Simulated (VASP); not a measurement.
# HfC (P6_3/mmc) in VASP: further runs

HfC is run at these levels: LDA; tasks: single point, relaxation of cell and atoms.

All numbers are computed with VASP 6.6.1; they aren't measurements. Logs are shortened: lines on timing, memory, paths and dates and some standing lists are left out, and cuts for length are marked.

## 1. The cell of the first run

It takes space group P6_3/mmc (No. 194, hexagonal). Conventional cell: a = 3.247 Å, b = 3.247 Å, c = 5.148 Å, α = 90.00°, β = 90.00°, γ = 120.00°. Within 3.0 Å of Hf (site symmetry -6m2) lie 6 C at 2.27 Å. Within 3.0 Å of C (site symmetry -3m) lie 6 Hf at 2.27 Å and 2 C at 2.57 Å.

## 2. Single point, LDA

INCAR

```
PREC = Accurate ; ENCUT = 520
EDIFF = 1E-7 ; ISMEAR = -1
SIGMA = 0.05 ; LREAL = False
LASPH = True ; NELM = 60
ALGO = Normal ; ISIF = 2
LWAVE = False ; LCHARG = False
GGA = CA ; NBANDS = 22
```

KPOINTS

```
regular mesh
0
Gamma
  7 7 4
```

POSCAR

```
HfC
1.0
    3.2471630887      0.0000000000      0.0000000000
   -1.6235815443      2.8121257250      0.0000000000
    0.0000000000      0.0000000000      5.1481864736
Hf C
2 2
Direct
    0.6666666667      0.3333333333      0.7500000000
    0.3333333333      0.6666666667      0.2500000000
    0.0000000000      0.0000000000      0.0000000000
    0.0000000000      0.0000000000      0.5000000000
```

Potentials or basis: VASP PAW LDA potentials, release 64 (Hf_pv, C).

Launch:

```sh
cat potpaw_LDA.64/Hf_pv/POTCAR potpaw_LDA.64/C/POTCAR > POTCAR
mpirun -np 1 vasp_std > vasp.out
```

OUTCAR:

```text
PREC = Accurate
   ENCUT = 520
   EDIFF = 1E-7
   ISMEAR = -1
   LREAL = False
   LASPH = True
   NELM = 60
   ISIF = 2
   GGA = CA

 ion  position               nearest neighbor table
   1  0.667  0.333  0.750-   3 2.27   4 2.27   3 2.27   4 2.27   3 2.27   4 2.27   2 3.18   2 3.18
                             2 3.18   2 3.18   2 3.18   2 3.18
   2  0.333  0.667  0.250-   3 2.27   4 2.27   3 2.27   4 2.27   3 2.27   4 2.27   1 3.18   1 3.18
                             1 3.18   1 3.18   1 3.18   1 3.18
   3  0.000  0.000  0.000-   1 2.27   2 2.27   2 2.27   1 2.27   1 2.27   2 2.27
   4  0.000  0.000  0.500-   1 2.27   2 2.27   2 2.27   1 2.27   1 2.27   2 2.27

  LATTYP: Found a hexagonal cell.
 ALAT       =     3.2471630887
 C/A-ratio  =     1.5854413015

  Lattice vectors:

 A1 = (   3.2471630887,   0.0000000000,   0.0000000000)
 A2 = (  -1.6235815443,   2.8121257250,   0.0000000000)
 A3 = (   0.0000000000,   0.0000000000,   5.1481864736)

Analysis of symmetry for initial positions (statically):
=====================================================================
 Subroutine PRICEL returns:
 Original cell was already a primitive cell.

 Routine SETGRP: Setting up the symmetry group for a
 hexagonal supercell.

 Subroutine GETGRP returns: Found 24 space group operations
 (whereof 12 operations were pure point group operations)
 out of a pool of 24 trial point group operations.

The static configuration has the point symmetry D_3d.
 The point group associated with its full space group is D_6h.

Analysis of symmetry for dynamics (positions and initial velocities):
=====================================================================
 Subroutine PRICEL returns:
 Original cell was already a primitive cell.

 Routine SETGRP: Setting up the symmetry group for a
 hexagonal supercell.

 Subroutine GETGRP returns: Found 24 space group operations
 (whereof 12 operations were pure point group operations)
 out of a pool of 24 trial point group operations.

The dynamic configuration has the point symmetry D_3d.
 The point group associated with its full space group is D_6h.

 Subroutine INISYM returns: Found 24 space group operations
 (whereof 12 operations are pure point group operations),
 and found     1 'primitive' translations

----------------------------------------------------------------------------------------

                                     Primitive cell

  volume of cell :      47.0103

  direct lattice vectors                    reciprocal lattice vectors
     3.247163089  0.000000000  0.000000000     0.307961126  0.177801439  0.000000000
    -1.623581544  2.812125725  0.000000000     0.000000000  0.355602878  0.000000000
     0.000000000  0.000000000  5.148186474     0.000000000  0.000000000  0.194243158

  length of vectors
     3.247163089  3.247163089  5.148186474     0.355602878  0.355602878  0.194243158

  position of ions in fractional coordinates (direct lattice)
     0.666666667  0.333333333  0.750000000
     0.333333333  0.666666667  0.250000000
     0.000000000  0.000000000  0.000000000
     0.000000000  0.000000000  0.500000000

  ion indices of the primitive-cell ions
   primitive index   ion index
                 1           1
                 2           2
                 3           3
                 4           4

----------------------------------------------------------------------------------------

 KPOINTS: regular mesh

Automatic generation of k-mesh.
 Grid dimensions read from file:
 generate k-points for:    7    7    4

 Generating k-lattice:

  Cartesian coordinates                     Fractional coordinates (reciprocal lattice)
     0.043994447  0.025400206  0.000000000     0.142857143  0.000000000  0.000000000
     0.000000000  0.050800411  0.000000000     0.000000000  0.142857143  0.000000000
     0.000000000  0.000000000  0.048560790     0.000000000  0.000000000  0.250000000

  Length of vectors
     0.050800411  0.050800411  0.048560790

  Shift w.r.t. Gamma in fractional coordinates (k-lattice)
     0.000000000  0.000000000  0.000000000

 Subroutine IBZKPT returns following result:
 ===========================================

 Found     24 irreducible k-points:

 Following reciprocal coordinates:
            Coordinates               Weight
  0.000000  0.000000  0.000000      1.000000
  0.142857  0.000000  0.000000      6.000000
  0.285714  0.000000  0.000000      6.000000
  0.428571  0.000000  0.000000      6.000000
  0.142857  0.142857  0.000000      6.000000
  0.285714  0.142857  0.000000     12.000000
[... 16 lines left out ...]
  0.428571  0.142857  0.500000      6.000000
  0.285714  0.285714  0.500000      6.000000
   k-points           NKPTS =     24   k-points in BZ     NKDIM =     24   number of bands    NBANDS=     22
   number of dos      NEDOS =    301   number of ions     NIONS =      4
   total plane-waves  NPLWV =  23040
   dimension x,y,z NGX =    24 NGY =   24 NGZ =   40
   dimension x,y,z NGXF=    48 NGYF=   48 NGZF=   80
   ions per type =               2   2
   NGX,Y,Z   is equivalent  to a cutoff of  12.29, 12.29, 12.92 a.u.
   NGXF,Y,Z  is equivalent  to a cutoff of  24.57, 24.57, 25.83 a.u.
 SYSTEM =  unknown system
   PREC   = accura    normal or accurate (medium, high low for compatibility)
   ISTART =      0    job   : 0-new  1-cont  2-samecut
   ICHARG =      2    charge: 1-file 2-atom 10-const
   ISPIN  =      1    spin polarized calculation?
   LNONCOLLINEAR =      F non collinear calculations
   LSORBIT =      F    spin-orbit coupling
   LASPH  =      T    aspherical Exc in radial PAW
   ENCUT  =  520.0 eV  38.22 Ry    6.18 a.u.   6.04  6.04  9.57*2*pi/ulx,y,z
   NELM   =     60;   NELMIN=  2; NELMDL= -5     # of ELM steps
   EDIFF  = 0.1E-06   stopping-criterion for ELM
   LREAL  =      F    real-space projection
   EDIFFG = 0.1E-05   stopping-criterion for IOM
   NSW    =      0    number of steps for IOM
   IBRION =     -1    ionic relax: 0-MD 1-quasi-New 2-CG
   NFREE  =      0    steps in history (QN), initial steepest desc. (CG)
   ISIF   =      2    stress and relaxation
   ISYM   =      2    0-nonsym 1-usesym 2-fastsym
   POTIM  = 0.5000    time-step for ionic-motion
   TEBEG  =    0.0;   TEEND  =   0.0 temperature during run
   PSTRESS=    0.0 pullay stress
   NELECT =      28.0000    total number of electrons
   NUPDOWN=      -1.0000    fix difference up-down
   EMIN   =  10.00;   EMAX   =-10.00  energy-range for DOS
   EFERMI =   0.00;   METHOD = LEGACY
   ISMEAR =    -1;   SIGMA  =   0.05  broadening in eV -4-tet -1-fermi 0-gaus
   EFERMI_NEDOS =   21; number of points for ismear=-14 and -15
   IALGO  =     38    algorithm
   IMIX   =      4    mixing-type and parameters
     AMIX     =   0.40;   BMIX     =  1.00
     AMIX_MAG =   1.60;   BMIX_MAG =  1.00
  volume/ion in A,a.u.               =      11.75        79.31
  Fermi-wavevector in a.u.,A,eV,Ry     =   1.377410  2.602927 25.813756  1.897258
  Thomas-Fermi vector in A             =   2.502566
   LORBIT       =      0    0 simple, 1 ext, 2 COOP (PROOUT), +10 PAW based schemes
   GGA     = CA    functional components
   LHFCALC =     F    Hartree Fock is set to
   AEXX    =    0.0000 exact exchange contribution
   IVDW    =     0    specifies the selected vdW correction
   LEPSILON=     F    determine dielectric tensor
   LRPA    =     F    only Hartree local field effects (RPA)
 non-spin polarized calculation
  energy-cutoff  :      520.00
  volume of cell :       47.01
 maximum number of plane-waves:      1288
   NGX = 13   NGY = 13   NGZ = 19

 number of electron      28.0000001 magnetization

 Free energy of the ion-electron system (eV)
  ---------------------------------------------------
  ext. energy  EPLUGINS =         0.00000000
  ---------------------------------------------------
  free energy    TOTEN  =       -45.04834330 eV

  energy without entropy =      -45.04532929  energy(sigma->0) =      -45.04683629

 E-fermi :   6.7473     XC(G=0): -12.8141

 val. band max:        6.5778282475   @ k =   0.1429   0.1429   0.2500
 cond. band min:       6.8202649613   @ k =   0.1429   0.0000   0.0000
 fundamental gap:      0.2424367138
 Fermi energy:         6.7472893074

 k-point     1 :       0.0000    0.0000    0.0000
  band No.  band energies     occupation
      1     -23.4869      2.00000
      2     -22.7378      2.00000
      3     -22.7378      2.00000
      4     -22.6355      2.00000
      5     -22.6355      2.00000
      6     -22.5475      2.00000
[... 14 lines left out ...]
     21      11.4090      0.00000
     22      15.4525      0.00000

 k-point     2 :       0.1429    0.0000    0.0000
  band No.  band energies     occupation
      1     -23.4260      2.00000
      2     -22.8683      2.00000
      3     -22.7841      2.00000
      4     -22.7547      2.00000
      5     -22.6430      2.00000
      6     -22.5683      2.00000
[... 14 lines left out ...]
     21      12.5042      0.00000
     22      14.6772      0.00000

 k-point     3 :       0.2857    0.0000    0.0000
  band No.  band energies     occupation
      1     -23.2686      2.00000
      2     -23.1591      2.00000
      3     -23.0021      2.00000
      4     -22.8744      2.00000
      5     -22.6725      2.00000
      6     -22.6348      2.00000
[... 14 lines left out ...]
     21      13.9321      0.00000
     22      14.2386      0.00000

 k-point     4 :       0.4286    0.0000    0.0000
  band No.  band energies     occupation
      1     -23.3845      2.00000
      2     -23.1880      2.00000
      3     -23.0954      2.00000
      4     -22.9404      2.00000
      5     -22.7342      2.00000
      6     -22.7013      2.00000
[... 14 lines left out ...]
     21      13.1606      0.00000
     22      14.0621      0.00000

 k-point     5 :       0.1429    0.1429    0.0000
  band No.  band energies     occupation
      1     -23.3163      2.00000
      2     -23.0196      2.00000
      3     -23.0098      2.00000
      4     -22.7985      2.00000
      5     -22.7024      2.00000
      6     -22.6125      2.00000
[... 14 lines left out ...]
     21      13.2686      0.00000
     22      13.8336      0.00000

 k-point     6 :       0.2857    0.1429    0.0000
  band No.  band energies     occupation
      1     -23.2789      2.00000
      2     -23.1431      2.00000
      3     -23.1358      2.00000
      4     -22.9310      2.00000
      5     -22.7650      2.00000
      6     -22.7029      2.00000
[... 14 lines left out ...]
     21      13.4223      0.00000
     22      14.1537      0.00000

 k-point     7 :       0.4286    0.1429    0.0000
  band No.  band energies     occupation
      1     -23.3875      2.00000
      2     -23.1790      2.00000
      3     -23.0256      2.00000
      4     -23.0072      2.00000
      5     -22.7893      2.00000
      6     -22.7832      2.00000
[... 324 lines left out ...]
      6     -22.7827      2.00000
[... 14 lines left out ...]
     21      15.1242      0.00000
     22      15.1242      0.00000

 k-point    21 :       0.1429    0.1429    0.5000
  band No.  band energies     occupation
      1     -23.1695      2.00000
      2     -23.1695      2.00000
      3     -22.8242      2.00000
      4     -22.8242      2.00000
      5     -22.7424      2.00000
      6     -22.7424      2.00000
[... 14 lines left out ...]
     21      14.5239      0.00000
     22      14.5240      0.00000

 k-point    22 :       0.2857    0.1429    0.5000
  band No.  band energies     occupation
      1     -23.3230      2.00000
      2     -23.3230      2.00000
      3     -22.9166      2.00000
      4     -22.9166      2.00000
      5     -22.7353      2.00000
      6     -22.7353      2.00000
[... 14 lines left out ...]
     21      14.5141      0.00000
     22      14.5141      0.00000

 k-point    23 :       0.4286    0.1429    0.5000
  band No.  band energies     occupation
      1     -23.3953      2.00000
      2     -23.3953      2.00000
      3     -22.9588      2.00000
      4     -22.9588      2.00000
      5     -22.7243      2.00000
      6     -22.7243      2.00000
[... 14 lines left out ...]
     21      15.4673      0.00000
     22      15.5004      0.00000

 k-point    24 :       0.2857    0.2857    0.5000
  band No.  band energies     occupation
      1     -23.3116      2.00000
      2     -23.3116      2.00000
      3     -23.0958      2.00000
      4     -23.0958      2.00000
      5     -22.7021      2.00000
      6     -22.7021      2.00000
[... 14 lines left out ...]
     21      14.6510      0.00000
     22      14.6510      0.00000

------------------------ aborting loop because EDIFF is reached ----------------------------------------

  FORCE on cell =-STRESS in cart. coord.  units (eV):
  Direction    XX          YY          ZZ          XY          YZ          ZX
  --------------------------------------------------------------------------------------
  -------------------------------------------------------------------------------------
  Total        1.3455683      1.3455683      1.3803680      0.0000000      0.0000000     -0.0000000
  in kB       45.8588580     45.8588580     47.0448793      0.0000000      0.0000000     -0.0000000
  external PRESSURE =      46.2541984 kB  Pullay stress =       0.0000000 kB

 VOLUME and BASIS-vectors are now :
 -----------------------------------------------------------------------------
  energy-cutoff  :      520.00
  volume of cell :       47.01
      direct lattice vectors                 reciprocal lattice vectors
     3.247163089  0.000000000  0.000000000     0.307961126  0.177801439  0.000000000
    -1.623581544  2.812125725  0.000000000     0.000000000  0.355602878  0.000000000
     0.000000000  0.000000000  5.148186474     0.000000000  0.000000000  0.194243158

 POSITION                                       TOTAL-FORCE (eV/Angst)
 -----------------------------------------------------------------------------------
      1.62358      0.93738      3.86114        -0.000000      0.000000      0.000000
     -0.00000      1.87475      1.28705        -0.000000     -0.000000      0.000000
      0.00000      0.00000      0.00000         0.000000     -0.000000      0.000000
      0.00000      0.00000      2.57409         0.000000     -0.000000      0.000000
 -----------------------------------------------------------------------------------
    total drift:                               -0.000000      0.000000     -0.000000

  FREE ENERGIE OF THE ION-ELECTRON SYSTEM (eV)
  ---------------------------------------------------
  free  energy   TOTEN  =       -45.0483432961 eV

  energy  without entropy=      -45.0453292929  energy(sigma->0) =      -45.04683629
```

Wall time 8.1 s (1 thread of Intel Xeon 6975P-C (Granite Rapids), shared host); peak memory 0.15 GiB.

Results:

```
Free energy            : -45.0483 eV
Pressure               : 4.6 GPa
Band gap on the k mesh : zero (bands 14 and 15 overlap by 1.19 eV)
```

Stress tensor (GPa, compression positive):
```
4.59 0.00 0.00
0.00 4.59 0.00
0.00 0.00 4.70
```

Levels at points of the mesh, in eV from the Fermi level:
| k point | band 10 | band 11 | band 12 | band 13 | band 14 | band 15 | band 16 | band 17 | band 18 | band 19 |
| --- | --- | --- | --- | --- | --- | --- | --- | --- | --- | --- |
| (0.00, 0.00, 0.00) | -3.08 | -3.08 | -1.13 | -1.13 | 1.02 | 1.53 | 1.53 | 2.18 | 2.18 | 2.35 |
| (0.00, 0.00, 0.50) | -3.16 | -2.64 | -2.64 | -2.64 | -2.64 | 4.26 | 4.26 | 4.26 | 4.26 | 4.50 |

Caveat: the cell stands under pressure; spin-orbit coupling is left out, which moves the levels of the heavy elements.

(Part 1 of 3 ends here.)
